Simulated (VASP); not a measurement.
K2S, 3 atoms in the cell. The structure is cubic, space group Fm-3m (No. 225). The conventional cell has a = 7.391 Å, b = 7.391 Å, c = 7.391 Å, α = 90.00°, β = 90.00°, γ = 90.00°. Within 4.2 Å of K (site symmetry -43m) lie 4 S at 3.20 Å and 6 K at 3.70 Å. Within 4.2 Å of S (site symmetry m-3m) lie 8 K at 3.20 Å. 

| Item | Value |
| --- | --- |
| Program | VASP 6.6.1 |
| Task | relaxation of cell and atoms |
| Functional | PBE |
| Potentials or basis | VASP PAW PBE potentials, release 64 (K_sv, S) |
| Cutoff | 500 eV |
| k mesh | 6 × 6 × 6 |
| Occupations | fermi-dirac, width 0.02 eV |
| Spin | no spin polarisation |
| Dipole correction | no |
| Further INCAR settings | ALGO = Normal; EDIFF = 1e-07; IBRION = 2; EDIFFG = -0.005; NSW = 80; ISIF = 3 |

Potentials or basis: VASP PAW PBE potentials, release 64 (K_sv, S).

Command:

```sh
$ cat potpaw_PBE.64/K_sv/POTCAR potpaw_PBE.64/S/POTCAR > POTCAR
$ mpirun -np 1 vasp_std > vasp.out
```

Hardware: 1 thread of Intel Xeon 8259CL (shared host).

Problem. Estimate the wall time of this run.

Solution. It took 2.2 min on 1 thread of Intel Xeon 8259CL, with other jobs on the host, peak memory 0.25 GiB. Counts: scf iterations 41, k points 16, ion steps 3.
